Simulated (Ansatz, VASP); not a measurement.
# NaCl in VASP and in Ansatz

```
CELL_PARAMETERS angstrom
2.82135 0.00000 0.00000
0.00000 2.82135 0.00000
0.00000 0.00000 2.82135
ATOMIC_POSITIONS crystal
Na 0.00000 0.00000 0.00000
Cl 0.50000 0.50000 0.50000
```

Change from the starting cell: volume scaled by 0.96, crystal datasets.

Alike in both runs: task electric field gradients; functional PBEsol; k mesh 8 × 8 × 8; occupations fermi-dirac, width 0.02 eV; no spin polarisation.

|  | VASP | Ansatz |
| --- | --- | --- |
| version | VASP 6.6.1 | Ansatz 0.2.0 |
| potentials or method | VASP PAW PBE potentials, release 64 (Na_pv, Cl), cutoff 400 eV | all-electron PAW with datasets made for the crystal, scalar-relativistic |

```tsv
	VASP	Ansatz	Ansatz less VASP
gap on the k mesh at the Fermi level (eV)	4.03	3.97	-0.053
pressure (GPa)	70.5	70.1	-0.42
```

VASP's potentials were made for PBE, not for PBEsol. Both programs put the cell under a high pressure, so it lies far from rest at this level. Ansatz ran all-electron here, and VASP with PAW potentials.

Noted on VASP's run: the cell as given lies far from equilibrium.
